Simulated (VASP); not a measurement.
# ScAl3 (Pm-3m) in VASP: a series of runs, part 2 of 2

VASP 6.6.1. The steps go on from the part before.

## Step 5: Single point, PBEsol

This run uses another cell than the first one, of 15.65 Å³/atom, 0.916 times its volume.

The input, INCAR:

```
  PREC = Accurate
  ENCUT = 520
  EDIFF = 1E-6
  ISMEAR = 0
  SIGMA = 0.1
  LREAL = F
  LASPH = T
  NELM = 60
  ALGO = Normal
  ISIF = 2
  LWAVE = F
  LCHARG = T
  GGA = PS
  LELF = T
  LVHAR = T
  NBANDS = 18
```

The input, KPOINTS:

```
regular mesh
0
Gamma
  10 10 10
```

The input, POSCAR:

```
ScAl3
1.0
    3.9705723520      0.0000000000      0.0000000000
    0.0000000000      3.9705723520      0.0000000000
    0.0000000000      0.0000000000      3.9705723520
Sc Al
1 3
Direct
    0.0000000000      0.0000000000      0.0000000000
    0.5000000000      0.0000000000      0.5000000000
    0.0000000000      0.5000000000      0.5000000000
    0.5000000000      0.5000000000      0.0000000000
```

Command:

```
> cat potpaw_PBE.64/Sc_sv/POTCAR potpaw_PBE.64/Al/POTCAR > POTCAR
> mpirun -np 1 vasp_std > vasp.out
```

It took 28 s on 1 thread of Intel Xeon 6975P-C (Granite Rapids), shared host; peak memory 0.2 GiB.

The run converged. Its results:

```
Free energy            : -20.6467 eV
Pressure               : 8.2 GPa
Band gap on the k mesh : zero (band 10 reaches 9.16 eV, above the bottom of band 11 at 4.99 eV)
```

Levels at points of the mesh, in eV from the Fermi level:
```
           k point  band 8  band 9  band 10  band 11  band 12  band 13
(0.00, 0.00, 0.00)   -1.85   -1.85    -1.85     1.19     1.32     1.32
(0.50, 0.00, 0.00)   -1.87   -1.69     1.13     1.13     1.33     1.37
(0.50, 0.50, 0.00)   -4.59   -0.62    -0.62     1.21     1.45     2.24
(0.50, 0.50, 0.50)   -4.82   -3.04    -3.04    -3.04     1.13     2.82
```

Caveat: the PAW data sets were made with another functional, which shifts forces and pressure a little.

## Step 6: Single point, PBEsol

This run uses another cell than the first one, of 16.36 Å³/atom, 0.958 times its volume.

The input, INCAR:

```
SYSTEM = ScAl3
ALGO = Normal ; EDIFF = 1E-6
ENCUT = 520 ; GGA = PS
ISIF = 2 ; ISMEAR = 0
LASPH = .TRUE. ; LCHARG = .FALSE.
LREAL = .FALSE. ; LWAVE = .FALSE.
NBANDS = 18 ; NELM = 60
PREC = Accurate ; SIGMA = 0.1
```

The input, KPOINTS:

```
k-points
0
G
  10 10 10
  0 0 0
```

The input, POSCAR:

```
ScAl3
1.0
    4.0295509344      0.0000000000      0.0000000000
    0.0000000000      4.0295509344      0.0000000000
    0.0000000000      0.0000000000      4.0295509344
Sc Al
1 3
Direct
    0.0000000000      0.0000000000      0.0000000000
    0.5000000000      0.0000000000      0.5000000000
    0.0000000000      0.5000000000      0.5000000000
    0.5000000000      0.5000000000      0.0000000000
```

Potentials or basis: VASP PAW PBE potentials, release 64 (Sc_sv, Al).

Command:

```
> cat potpaw_PBE.64/Sc_sv/POTCAR potpaw_PBE.64/Al/POTCAR > POTCAR
> mpirun -np 1 vasp_std > vasp.out
```

OUTCAR:

```text
SYSTEM = ScAl3
   EDIFF = 1E-6
   ENCUT = 520
   GGA = PS
   ISIF = 2
   ISMEAR = 0
   LASPH = .TRUE.
   LREAL = .FALSE.
   NELM = 60
   PREC = Accurate

 ion  position               nearest neighbor table
   1  0.000  0.000  0.000-   2 2.85   3 2.85   4 2.85   2 2.85   3 2.85   3 2.85   4 2.85   3 2.85
                             2 2.85   4 2.85   2 2.85   4 2.85
   2  0.500  0.000  0.500-   1 2.85   3 2.85   4 2.85   1 2.85   4 2.85   3 2.85   4 2.85   4 2.85
                             1 2.85   3 2.85   1 2.85   3 2.85
   3  0.000  0.500  0.500-   1 2.85   2 2.85   4 2.85   1 2.85   4 2.85   1 2.85   2 2.85   1 2.85
                             2 2.85   4 2.85   4 2.85   2 2.85
   4  0.500  0.500  0.000-   1 2.85   2 2.85   3 2.85   2 2.85   3 2.85   1 2.85   2 2.85   2 2.85
                             1 2.85   3 2.85   3 2.85   1 2.85

  LATTYP: Found a simple cubic cell.
 ALAT       =     4.0295509344

  Lattice vectors:

 A1 = (   4.0295509344,   0.0000000000,   0.0000000000)
 A2 = (   0.0000000000,   4.0295509344,   0.0000000000)
 A3 = (   0.0000000000,   0.0000000000,   4.0295509344)

Analysis of symmetry for initial positions (statically):
[... 181 lines left out ...]
 cond. band min:       7.6390968918   @ k =   0.5000   0.3000   0.2000
 fundamental gap:      0.0454993046
 Fermi energy:         7.6087419749

 k-point     1 :       0.0000    0.0000    0.0000
  band No.  band energies     occupation
      1     -41.0003      2.00000
      2     -19.8165      2.00000
      3     -19.8165      2.00000
      4     -19.8165      2.00000
      5      -2.6542      2.00000
      6       4.9150      2.00000
[... 481 lines left out ...]
      5      -1.6343      2.00000
      6       1.9670      2.00000
[... 10 lines left out ...]
     17      12.6285      0.00000
     18      13.4515      0.00000

 [... further k-points ...]

------------------------ aborting loop because EDIFF is reached ----------------------------------------

  FORCE on cell =-STRESS in cart. coord.  units (eV):
  Direction    XX          YY          ZZ          XY          YZ          ZX
  --------------------------------------------------------------------------------------
  -------------------------------------------------------------------------------------
  Total        1.2768336      1.2768336      1.2768336      0.0000000      0.0000000     -0.0000000
  in kB       31.2661870     31.2661870     31.2661870      0.0000000      0.0000000     -0.0000000
  external PRESSURE =      31.2661870 kB  Pullay stress =       0.0000000 kB

 VOLUME and BASIS-vectors are now :
 -----------------------------------------------------------------------------
  energy-cutoff  :      520.00
  volume of cell :       65.43
      direct lattice vectors                 reciprocal lattice vectors
     4.029550934  0.000000000  0.000000000     0.248166611  0.000000000  0.000000000
     0.000000000  4.029550934  0.000000000     0.000000000  0.248166611  0.000000000
     0.000000000  0.000000000  4.029550934     0.000000000  0.000000000  0.248166611

 POSITION                                       TOTAL-FORCE (eV/Angst)
 -----------------------------------------------------------------------------------
      0.00000      0.00000      0.00000         0.000000      0.000000      0.000000
      2.01478      0.00000      2.01478         0.000000      0.000000      0.000000
      0.00000      2.01478      2.01478         0.000000      0.000000      0.000000
      2.01478      2.01478      0.00000         0.000000      0.000000      0.000000
 -----------------------------------------------------------------------------------
    total drift:                                0.000000     -0.000000      0.000000

  FREE ENERGIE OF THE ION-ELECTRON SYSTEM (eV)
  ---------------------------------------------------
  free  energy   TOTEN  =       -20.7457263773 eV

  energy  without entropy=      -20.7408483906  energy(sigma->0) =      -20.74328738
```

OSZICAR:

```text
N       E                     dE             d eps       ncg     rms          rms(c)
DAV:   1     0.106880340376E+03    0.10688E+03   -0.83497E+03  2016   0.101E+03
DAV:   2    -0.167735528365E+02   -0.12365E+03   -0.12033E+03  2026   0.289E+02
DAV:   3    -0.216487740807E+02   -0.48752E+01   -0.46892E+01  3092   0.558E+01
DAV:   4    -0.217577975188E+02   -0.10902E+00   -0.10871E+00  3056   0.842E+00
DAV:   5    -0.217603094249E+02   -0.25119E-02   -0.25118E-02  2952   0.115E+00    0.996E+00
DAV:   6    -0.208288742218E+02    0.93144E+00   -0.33987E+00  3018   0.201E+01    0.358E+00
DAV:   7    -0.207723663228E+02    0.56508E-01   -0.11149E-01  2890   0.234E+00    0.206E+00
DAV:   8    -0.207464005695E+02    0.25966E-01   -0.40101E-02  3230   0.163E+00    0.318E-01
DAV:   9    -0.207460974878E+02    0.30308E-03   -0.75958E-03  3084   0.997E-01    0.213E-01
DAV:  10    -0.207457376905E+02    0.35980E-03   -0.11825E-03  3100   0.371E-01    0.648E-02
DAV:  11    -0.207457417069E+02   -0.40164E-05   -0.55969E-05  2946   0.461E-02    0.318E-02
DAV:  12    -0.207457261417E+02    0.15565E-04   -0.72953E-05  3014   0.949E-02    0.365E-03
DAV:  13    -0.207457263773E+02   -0.23558E-06   -0.16210E-06  2180   0.120E-02
   1 F= -.20745726E+02 E0= -.20743287E+02  d E =-.487799E-02
```

Run time: 24 s. Hardware: 1 thread of Intel Xeon 6975P-C (Granite Rapids), shared host; peak memory 0.2 GiB.

Results:

* Free energy: -20.7457 eV
* Pressure: 3.1 GPa
* Band gap on the k mesh: zero (band 10 reaches 8.67 eV, above the bottom of band 11 at 4.61 eV)

Caveat: the PAW data sets were made with another functional, which shifts forces and pressure a little.

## Step 7: The runs side by side

| task | cell | k mesh | cutoff (eV) | smearing | gap on the mesh (eV) | pressure (GPa) |
| --- | --- | --- | --- | --- | --- | --- |
| single point | a = 4.088 Å, 4 atoms | 4 × 4 × 4 | 520 | gaussian 0.1 eV | none | -0.8 |
| single point | a = 4.074 Å, 4 atoms | 10 × 10 × 10 | 520 | fermi-dirac 0.15 eV | none | 0.1 |
| relaxation of cell and atoms | relaxed from a = 4.071 Å, 4 atoms | 10 × 10 × 10 | 600 | fermi-dirac 0.15 eV | none | 0.0 |
| single point | a = 3.971 Å, 4 atoms | 10 × 10 × 10 | 520 | gaussian 0.1 eV | none | 8.2 |
| single point | a = 4.030 Å, 4 atoms | 10 × 10 × 10 | 520 | gaussian 0.1 eV | none | 3.1 |

Alike in all rows: level PBEsol; potentials or basis VASP PAW PBE potentials, release 64 (Sc_sv, Al); no spin polarisation.

Caveats: some runs use coarse meshes; the PAW data sets were made with another functional, which shifts forces and pressure a little.

Total energies depend on the potentials used, so only differences within one code and one set of settings carry meaning.
